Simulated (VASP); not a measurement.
# LiCl (F-43m) in VASP: notebook

LiCl is run at these levels: PBE; tasks: single point.

Everything below comes from runs of VASP 6.6.1. Logs are shortened: lines on timing, memory, paths and dates and some standing lists are left out, and cuts for length are marked.

## (1) The cell of the first run

Symmetry: F-43m, No. 216, cubic system. Conventional cell: a = 5.345 Å, b = 5.345 Å, c = 5.345 Å, α = 90.00°, β = 90.00°, γ = 90.00°. Within 3.1 Å of Li (site symmetry -43m) lie 4 Cl at 2.31 Å. Within 3.1 Å of Cl (site symmetry -43m) lie 4 Li at 2.31 Å.

## (2) Single point, PBE (volume scaled by 0.91)

INCAR

```
SYSTEM = LiCl
PREC = Accurate
ENCUT = 520
EDIFF = 1E-7
ISMEAR = 0
SIGMA = 0.02
LREAL = .False.
LASPH = .True.
NELM = 60
ALGO = Normal
ISIF = 2
LWAVE = .False.
LCHARG = .False.
GGA = PE
NBANDS = 12
```

KPOINTS

```
regular mesh
0
Gamma
  8 8 8
  0 0 0
```

POSCAR

```
LiCl
1.0
    0.0000000000      2.6724769587      2.6724769587
    2.6724769587      0.0000000000      2.6724769587
    2.6724769587      2.6724769587      0.0000000000
Li Cl
1 1
Direct
    0.0000000000      0.0000000000      0.0000000000
    0.2500000000      0.2500000000      0.2500000000
```

Potentials or basis: VASP PAW PBE potentials, release 64 (Li_sv, Cl).

Run with:

```sh
$ cat potpaw_PBE.64/Li_sv/POTCAR potpaw_PBE.64/Cl/POTCAR > POTCAR
$ mpirun -np 1 vasp_std > vasp.out
```

OUTCAR:

```text
SYSTEM = LiCl
   PREC = Accurate
   ENCUT = 520
   EDIFF = 1E-7
   ISMEAR = 0
   LREAL = .False.
   LASPH = .True.
   NELM = 60
   ISIF = 2
   GGA = PE

 ion  position               nearest neighbor table
   1  0.000  0.000  0.000-   2 2.31   2 2.31   2 2.31   2 2.31
   2  0.250  0.250  0.250-   1 2.31   1 2.31   1 2.31   1 2.31

  LATTYP: Found a face centered cubic cell.
 ALAT       =     5.3449539174

  Lattice vectors:

 A1 = (   0.0000000000,   2.6724769587,   2.6724769587)
 A2 = (   2.6724769587,   0.0000000000,   2.6724769587)
 A3 = (   2.6724769587,   2.6724769587,   0.0000000000)

Analysis of symmetry for initial positions (statically):
=====================================================================
 Subroutine PRICEL returns:
 Original cell was already a primitive cell.

 Routine SETGRP: Setting up the symmetry group for a
 face centered cubic supercell.

 Subroutine GETGRP returns: Found 24 space group operations
 (whereof 24 operations were pure point group operations)
 out of a pool of 48 trial point group operations.

The static configuration has the point symmetry T_d .

Analysis of symmetry for dynamics (positions and initial velocities):
=====================================================================
 Subroutine PRICEL returns:
 Original cell was already a primitive cell.

 Routine SETGRP: Setting up the symmetry group for a
 face centered cubic supercell.

 Subroutine GETGRP returns: Found 24 space group operations
 (whereof 24 operations were pure point group operations)
 out of a pool of 48 trial point group operations.

The dynamic configuration has the point symmetry T_d .

 Subroutine INISYM returns: Found 24 space group operations
 (whereof 24 operations are pure point group operations),
 and found     1 'primitive' translations

----------------------------------------------------------------------------------------

                                     Primitive cell

  volume of cell :      38.1744

  direct lattice vectors                    reciprocal lattice vectors
     0.000000000  2.672476959  2.672476959    -0.187092352  0.187092352  0.187092352
     2.672476959  0.000000000  2.672476959     0.187092352 -0.187092352  0.187092352
     2.672476959  2.672476959  0.000000000     0.187092352  0.187092352 -0.187092352

  length of vectors
     3.779453160  3.779453160  3.779453160     0.324053459  0.324053459  0.324053459

  position of ions in fractional coordinates (direct lattice)
     0.000000000  0.000000000  0.000000000
     0.250000000  0.250000000  0.250000000

  ion indices of the primitive-cell ions
   primitive index   ion index
                 1           1
                 2           2

----------------------------------------------------------------------------------------

 KPOINTS: regular mesh

Automatic generation of k-mesh.
 Grid dimensions read from file:
 generate k-points for:    8    8    8

 Generating k-lattice:

  Cartesian coordinates                     Fractional coordinates (reciprocal lattice)
    -0.023386544  0.023386544  0.023386544     0.125000000  0.000000000  0.000000000
     0.023386544 -0.023386544  0.023386544     0.000000000  0.125000000  0.000000000
     0.023386544  0.023386544 -0.023386544     0.000000000  0.000000000  0.125000000

  Length of vectors
     0.040506682  0.040506682  0.040506682

  Shift w.r.t. Gamma in fractional coordinates (k-lattice)
     0.000000000  0.000000000  0.000000000

 Subroutine IBZKPT returns following result:
 ===========================================

 Found     29 irreducible k-points:

 Following reciprocal coordinates:
            Coordinates               Weight
  0.000000  0.000000  0.000000      1.000000
  0.125000  0.000000  0.000000      8.000000
  0.250000  0.000000  0.000000      8.000000
  0.375000  0.000000  0.000000      8.000000
  0.500000  0.000000  0.000000      4.000000
  0.125000  0.125000  0.000000      6.000000
[... 16 lines left out ...]
  0.500000  0.250000  0.125000     48.000000
 -0.375000  0.250000  0.125000     24.000000
 [... further k-points ...]
   k-points           NKPTS =     29   k-points in BZ     NKDIM =     29   number of bands    NBANDS=     12
   number of dos      NEDOS =    301   number of ions     NIONS =      2
   total plane-waves  NPLWV =  21952
   dimension x,y,z NGX =    28 NGY =   28 NGZ =   28
   dimension x,y,z NGXF=    56 NGYF=   56 NGZF=   56
   ions per type =               1   1
   NGX,Y,Z   is equivalent  to a cutoff of  12.32, 12.32, 12.32 a.u.
   NGXF,Y,Z  is equivalent  to a cutoff of  24.63, 24.63, 24.63 a.u.
 SYSTEM =  LiCl
   PREC   = accura    normal or accurate (medium, high low for compatibility)
   ISTART =      0    job   : 0-new  1-cont  2-samecut
   ICHARG =      2    charge: 1-file 2-atom 10-const
   ISPIN  =      1    spin polarized calculation?
   LNONCOLLINEAR =      F non collinear calculations
   LSORBIT =      F    spin-orbit coupling
   LASPH  =      T    aspherical Exc in radial PAW
   ENCUT  =  520.0 eV  38.22 Ry    6.18 a.u.   7.03  7.03  7.03*2*pi/ulx,y,z
   NELM   =     60;   NELMIN=  2; NELMDL= -5     # of ELM steps
   EDIFF  = 0.1E-06   stopping-criterion for ELM
   LREAL  =      F    real-space projection
   EDIFFG = 0.1E-05   stopping-criterion for IOM
   NSW    =      0    number of steps for IOM
   IBRION =     -1    ionic relax: 0-MD 1-quasi-New 2-CG
   NFREE  =      0    steps in history (QN), initial steepest desc. (CG)
   ISIF   =      2    stress and relaxation
   ISYM   =      2    0-nonsym 1-usesym 2-fastsym
   POTIM  = 0.5000    time-step for ionic-motion
   TEBEG  =    0.0;   TEEND  =   0.0 temperature during run
   PSTRESS=    0.0 pullay stress
   NELECT =      10.0000    total number of electrons
   NUPDOWN=      -1.0000    fix difference up-down
   EMIN   =  10.00;   EMAX   =-10.00  energy-range for DOS
   EFERMI =   0.00;   METHOD = LEGACY
   ISMEAR =     0;   SIGMA  =   0.02  broadening in eV -4-tet -1-fermi 0-gaus
   EFERMI_NEDOS =   21; number of points for ismear=-14 and -15
   IALGO  =     38    algorithm
   IMIX   =      4    mixing-type and parameters
     AMIX     =   0.40;   BMIX     =  1.00
     AMIX_MAG =   1.60;   BMIX_MAG =  1.00
  volume/ion in A,a.u.               =      19.09       128.81
  Fermi-wavevector in a.u.,A,eV,Ry     =   1.047492  1.979474 14.928860  1.097240
  Thomas-Fermi vector in A             =   2.182375
   LORBIT       =      0    0 simple, 1 ext, 2 COOP (PROOUT), +10 PAW based schemes
   GGA     = PE    functional components
   LHFCALC =     F    Hartree Fock is set to
   AEXX    =    0.0000 exact exchange contribution
   IVDW    =     0    specifies the selected vdW correction
   LEPSILON=     F    determine dielectric tensor
   LRPA    =     F    only Hartree local field effects (RPA)
 non-spin polarized calculation
 Gauss-broadening in eV      SIGMA  =   0.02
  energy-cutoff  :      520.00
  volume of cell :       38.17
 maximum number of plane-waves:      1056
   NGX = 13   NGY = 13   NGZ = 13

 number of electron      10.0000000 magnetization

 number of electron       9.9999989 magnetization

 Free energy of the ion-electron system (eV)
  ---------------------------------------------------
  ext. energy  EPLUGINS =         0.00000000
  ---------------------------------------------------
  free energy    TOTEN  =        -7.39702089 eV

  energy without entropy =       -7.39702089  energy(sigma->0) =       -7.39702089

 E-fermi :  -0.5438     XC(G=0):  -8.0005

 val. band max:       -0.7330366794   @ k =   0.0000   0.0000   0.0000
 cond. band min:       5.5659225409   @ k =   0.0000   0.0000   0.0000
 fundamental gap:      6.2989592203
 Fermi energy:        -0.5438206013

 k-point     1 :       0.0000    0.0000    0.0000
  band No.  band energies     occupation
      1     -43.4297      2.00000
      2     -13.6265      2.00000
      3      -0.7330      2.00000
      4      -0.7330      2.00000
      5      -0.7330      2.00000
      6       5.5659      0.00000
      7       9.5250      0.00000
      8       9.5250      0.00000
      9       9.5250      0.00000
     10      13.9996      0.00000
     11      13.9996      0.00000
     12      17.4135      0.00000

 k-point     2 :       0.1250    0.0000    0.0000
  band No.  band energies     occupation
      1     -43.4295      2.00000
      2     -13.5788      2.00000
      3      -1.1468      2.00000
      4      -0.7850      2.00000
      5      -0.7850      2.00000
      6       5.9865      0.00000
      7       9.6761      0.00000
      8       9.7127      0.00000
      9       9.7127      0.00000
     10      13.4764      0.00000
     11      13.4764      0.00000
     12      16.3633      0.00000

 k-point     3 :       0.2500    0.0000    0.0000
  band No.  band energies     occupation
      1     -43.4288      2.00000
      2     -13.4591      2.00000
      3      -1.9936      2.00000
      4      -0.9042      2.00000
      5      -0.9042      2.00000
      6       6.8545      0.00000
      7       9.9395      0.00000
      8       9.9395      0.00000
      9       9.9875      0.00000
     10      13.3028      0.00000
     11      13.3028      0.00000
     12      15.8254      0.00000

 k-point     4 :       0.3750    0.0000    0.0000
  band No.  band energies     occupation
      1     -43.4280      2.00000
      2     -13.3321      2.00000
      3      -2.7124      2.00000
      4      -1.0158      2.00000
      5      -1.0158      2.00000
      6       7.5918      0.00000
      7       9.8092      0.00000
      8       9.8092      0.00000
      9      10.2644      0.00000
     10      14.4061      0.00000
     11      14.4061      0.00000
     12      15.9849      0.00000

 k-point     5 :       0.5000    0.0000    0.0000
  band No.  band energies     occupation
      1     -43.4278      2.00000
      2     -13.2771      2.00000
      3      -2.9861      2.00000
      4      -1.0601      2.00000
      5      -1.0601      2.00000
      6       7.8620      0.00000
      7       9.6925      0.00000
      8       9.6925      0.00000
      9      10.4028      0.00000
     10      15.7480      0.00000
     11      15.7480      0.00000
     12      16.2269      0.00000
[... 228 lines left out ...]
      1     -43.4270      2.00000
      2     -13.1692      2.00000
      3      -2.5489      2.00000
      4      -1.6769      2.00000
      5      -1.6769      2.00000
      6       5.8648      0.00000
      7       8.9970      0.00000
      8      13.4411      0.00000
      9      13.7092      0.00000
     10      13.7092      0.00000
     11      16.4918      0.00000
     12      16.7236      0.00000

 k-point    22 :       0.3750    0.2500    0.1250
  band No.  band energies     occupation
      1     -43.4282      2.00000
      2     -13.3690      2.00000
      3      -2.1267      2.00000
      4      -1.3839      2.00000
      5      -1.0652      2.00000
      6       7.2128      0.00000
      7       9.6217      0.00000
      8      10.0871      0.00000
      9      10.8817      0.00000
     10      12.1115      0.00000
     11      15.0918      0.00000
     12      17.7224      0.00000

 k-point    23 :       0.5000    0.2500    0.1250
  band No.  band energies     occupation
      1     -43.4276      2.00000
      2     -13.2657      2.00000
      3      -2.5441      2.00000
      4      -1.5865      2.00000
      5      -1.2189      2.00000
      6       7.8517      0.00000
      7       9.0213      0.00000
      8      10.7029      0.00000
      9      11.0364      0.00000
     10      13.0763      0.00000
     11      15.8172      0.00000
     12      16.5071      0.00000

 k-point    24 :      -0.3750    0.2500    0.1250
  band No.  band energies     occupation
      1     -43.4273      2.00000
      2     -13.2214      2.00000
      3      -2.7244      2.00000
      4      -1.6266      2.00000
      5      -1.3094      2.00000
      6       8.1881      0.00000
      7       8.7424      0.00000
      8      10.9402      0.00000
      9      11.3337      0.00000
     10      13.3922      0.00000
     11      15.5239      0.00000
     12      16.3758      0.00000

 [... further k-points ...]
[... 5 lines left out ...]
  --------------------------------------------------------------------------------------
  -------------------------------------------------------------------------------------
  Total        0.6450269      0.6450269      0.6450269      0.0000000      0.0000000      0.0000000
  in kB       27.0717604     27.0717604     27.0717604      0.0000000      0.0000000      0.0000000
  external PRESSURE =      27.0717604 kB  Pullay stress =       0.0000000 kB

 VOLUME and BASIS-vectors are now :
 -----------------------------------------------------------------------------
  energy-cutoff  :      520.00
  volume of cell :       38.17
      direct lattice vectors                 reciprocal lattice vectors
     0.000000000  2.672476959  2.672476959    -0.187092352  0.187092352  0.187092352
     2.672476959  0.000000000  2.672476959     0.187092352 -0.187092352  0.187092352
     2.672476959  2.672476959  0.000000000     0.187092352  0.187092352 -0.187092352

 POSITION                                       TOTAL-FORCE (eV/Angst)
 -----------------------------------------------------------------------------------
      0.00000      0.00000      0.00000        -0.000000     -0.000000     -0.000000
      1.33624      1.33624      1.33624         0.000000      0.000000      0.000000
 -----------------------------------------------------------------------------------
    total drift:                               -0.000000     -0.000000     -0.000000

  FREE ENERGIE OF THE ION-ELECTRON SYSTEM (eV)
  ---------------------------------------------------
  free  energy   TOTEN  =        -7.3970208939 eV

  energy  without entropy=       -7.3970208939  energy(sigma->0) =       -7.39702089
```

Wall time 12 s (1 thread of AMD EPYC 7R43 (Zen 3), shared host); peak memory 0.12 GiB.

What came out:

```yaml
Free_energy: -7.3970 eV
Band_gap_on_the_k_mesh: 6.30 eV, direct
```

Levels at points of the mesh, in eV from the valence-band top:
```tsv
k point	band 3	band 4	band 5	band 6	band 7	band 8
(0.00, 0.00, 0.00)	0.00	0.00	0.00	6.30	10.26	10.26
(0.50, 0.00, 0.00)	-2.25	-0.33	-0.33	8.60	10.43	10.43
(0.50, 0.50, 0.00)	-1.82	-0.94	-0.94	6.60	9.73	14.17
```

Caveat: the cell differs from its parent crystal (volume scaled by 0.91); the cutoff is under 1.25 times the usual one of these potentials, so pressure, stress and relaxed cells hold a basis-set (Pulay) error. A k mesh can miss the band edges.

## (3) Single point, PBE

This run uses another cell than the first one, of 20.97 Å³/atom, 1.099 times its volume.

INCAR

```
SYSTEM = LiCl
PREC = Accurate ; ENCUT = 520
EDIFF = 1E-7 ; ISMEAR = 0
SIGMA = 0.02 ; LREAL = .FALSE.
LASPH = .TRUE. ; NELM = 60
ALGO = Normal ; ISIF = 2
LWAVE = .FALSE. ; LCHARG = .TRUE.
GGA = PE ; LELF = .TRUE.
LVHAR = .TRUE. ; NBANDS = 12
```

KPOINTS

```
regular mesh
0
G
  8 8 8
  0 0 0
```

POSCAR

```
LiCl
1.0
    0.0000000000      2.7578258545      2.7578258545
    2.7578258545      0.0000000000      2.7578258545
    2.7578258545      2.7578258545      0.0000000000
Li Cl
1 1
Direct
    0.0000000000      0.0000000000      0.0000000000
    0.2500000000      0.2500000000      0.2500000000
```

Potentials or basis: VASP PAW PBE potentials, release 64 (Li_sv, Cl).

Run with:

```sh
$ cat potpaw_PBE.64/Li_sv/POTCAR potpaw_PBE.64/Cl/POTCAR > POTCAR
$ mpirun -np 1 vasp_std > vasp.out
```

OUTCAR:

```text
SYSTEM = LiCl
   PREC = Accurate
   ENCUT = 520
   EDIFF = 1E-7
   ISMEAR = 0
   LREAL = .FALSE.
   LASPH = .TRUE.
   NELM = 60
   ISIF = 2
   GGA = PE

 ion  position               nearest neighbor table
   1  0.000  0.000  0.000-   2 2.39   2 2.39   2 2.39   2 2.39
   2  0.250  0.250  0.250-   1 2.39   1 2.39   1 2.39   1 2.39

  LATTYP: Found a face centered cubic cell.
 ALAT       =     5.5156517090

  Lattice vectors:

 A1 = (   0.0000000000,   2.7578258545,   2.7578258545)
 A2 = (   2.7578258545,   0.0000000000,   2.7578258545)
 A3 = (   2.7578258545,   2.7578258545,   0.0000000000)

Analysis of symmetry for initial positions (statically):
=====================================================================
 Subroutine PRICEL returns:
 Original cell was already a primitive cell.

 Routine SETGRP: Setting up the symmetry group for a
 face centered cubic supercell.

 Subroutine GETGRP returns: Found 24 space group operations
 (whereof 24 operations were pure point group operations)
 out of a pool of 48 trial point group operations.

The static configuration has the point symmetry T_d .

Analysis of symmetry for dynamics (positions and initial velocities):
[... 169 lines left out ...]
      1     -44.1984      2.00000
      2     -13.9695      2.00000
      3      -1.2942      2.00000
      4      -1.2942      2.00000
      5      -1.2942      2.00000
      6       4.6675      0.00000
      7       8.8490      0.00000
      8       8.8490      0.00000
      9       8.8490      0.00000
     10      13.1631      0.00000
     11      13.1631      0.00000
     12      16.2570      0.00000
[... 331 lines left out ...]
 k-point    24 :      -0.3750    0.2500    0.1250
  band No.  band energies     occupation
      1     -44.1968      2.00000
      2     -13.6490      2.00000
      3      -3.0070      2.00000
      4      -2.0663      2.00000
      5      -1.7831      2.00000
      6       7.5005      0.00000
      7       7.8920      0.00000
      8      10.0999      0.00000
      9      10.2340      0.00000
     10      12.3718      0.00000
     11      14.4072      0.00000
     12      15.2429      0.00000

 [... further k-points ...]
[... 5 lines left out ...]
  --------------------------------------------------------------------------------------
  -------------------------------------------------------------------------------------
  Total       -0.0210734     -0.0210734     -0.0210734      0.0000000      0.0000000     -0.0000000
  in kB       -0.8048504     -0.8048504     -0.8048504      0.0000000      0.0000000     -0.0000000
  external PRESSURE =      -0.8048504 kB  Pullay stress =       0.0000000 kB

 VOLUME and BASIS-vectors are now :
 -----------------------------------------------------------------------------
  energy-cutoff  :      520.00
  volume of cell :       41.95
      direct lattice vectors                 reciprocal lattice vectors
     0.000000000  2.757825855  2.757825855    -0.181302238  0.181302238  0.181302238
     2.757825855  0.000000000  2.757825855     0.181302238 -0.181302238  0.181302238
     2.757825855  2.757825855  0.000000000     0.181302238  0.181302238 -0.181302238

 POSITION                                       TOTAL-FORCE (eV/Angst)
 -----------------------------------------------------------------------------------
      0.00000      0.00000      0.00000        -0.000000     -0.000000     -0.000000
      1.37891      1.37891      1.37891         0.000000      0.000000      0.000000
 -----------------------------------------------------------------------------------
    total drift:                               -0.000000     -0.000000     -0.000000

  FREE ENERGIE OF THE ION-ELECTRON SYSTEM (eV)
  ---------------------------------------------------
  free  energy   TOTEN  =        -7.4276232248 eV

  energy  without entropy=       -7.4276232248  energy(sigma->0) =       -7.42762322
```

Wall time 15 s (1 thread of AMD EPYC 7R43 (Zen 3), shared host); peak memory 0.13 GiB.

What came out:

| Quantity | Value |
| --- | --- |
| Free energy | -7.4276 eV |
| Band gap on the k mesh | 5.96 eV, direct |

Caveat: the cutoff is under 1.25 times the usual one of these potentials, so pressure, stress and relaxed cells hold a basis-set (Pulay) error.

(Part 1 of 2 ends here.)
